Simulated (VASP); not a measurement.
A run of VASP 6.6.1:

The input POSCAR:

```
SiC
1.0
   -0.2295020475      2.0655184278      2.0655184278
    2.0655184278     -0.2295020475      2.0655184278
    2.0655184278      2.0655184278     -0.2295020475
Si C
1 1
Direct
    0.0000000000      0.0000000000      0.0000000000
    0.7500000000      0.7500000000      0.7500000000
```

The input INCAR.step1:

```
PREC = Accurate
ENCUT = 520
ISMEAR = 0
SIGMA = 0.05
LREAL = False
LASPH = True
NELM = 100
NBANDS = 11
GGA = PE
ALGO = Normal
EDIFF = 1E-4
LWAVE = True
LCHARG = False
```

File INCAR.step2:

```
PREC = Accurate
ENCUT = 520
EDIFF = 1E-6
ISMEAR = 0
SIGMA = 0.05
LREAL = False
LASPH = True
NELM = 100
ALGO = Normal
ISIF = 2
LWAVE = False
LCHARG = False
METAGGA = R2SCAN
LMIXTAU = True
NBANDS = 11
ISTART = 1
```

File KPOINTS:

```
Automatic mesh
0
Gamma
  12 12 12
```

Potentials or basis: VASP PAW PBE potentials, release 64 (Si, C).

Launch:

```sh
$ cat potpaw_PBE.64/Si/POTCAR potpaw_PBE.64/C/POTCAR > POTCAR
$ cp INCAR.step1 INCAR
$ mpirun -np 1 vasp_std > vasp.out
$ cp INCAR.step2 INCAR
$ mpirun -np 1 vasp_std > vasp.out
```

Hardware: 1 thread of Intel(R) Xeon(R) Platinum 8488C (Sapphire Rapids) (shared host).

How long does it take, and how much memory?

It took 64 s on 1 thread of Intel(R) Xeon(R) Platinum 8488C (Sapphire Rapids), on a shared host, peak memory 0.16 GiB. Counts: k points 189.
